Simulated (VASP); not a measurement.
Input of a VASP 6.6.1 run:

Contents of INCAR:

```
SYSTEM = NbH2
  ALGO = Normal
  EDIFF = 1E-6
  ENCUT = 520
  GGA = PS
  ISIF = 2
  ISMEAR = -1
  LASPH = .True.
  LCHARG = .False.
  LREAL = .False.
  LWAVE = .False.
  NBANDS = 14
  NELM = 60
  PREC = Accurate
  SIGMA = 0.05
```

Contents of KPOINTS:

```
k-points
0
Gamma
  17 17 17
  0 0 0
```

The input POSCAR:

```
NbH2
1.0
    0.0000000000      2.2474739704      2.2474739704
    2.2474739704      0.0000000000      2.2474739704
    2.2474739704      2.2474739704      0.0000000000
Nb H
1 2
Direct
    0.0000000000      0.0000000000      0.0000000000
    0.2500000000      0.2500000000      0.2500000000
    0.7500000000      0.7500000000      0.7500000000
```

Potentials or basis: VASP PAW PBE potentials, release 64 (Nb_sv, H).

The run is started by

```bash
$ cat potpaw_PBE.64/Nb_sv/POTCAR potpaw_PBE.64/H/POTCAR > POTCAR
$ mpirun -np 1 vasp_std > vasp.out
```

**Question.** Estimate the pressure.

**Answer.** 2.5 GPa.

Caveat: the PAW data sets were made with another functional, which shifts forces and pressure a little.
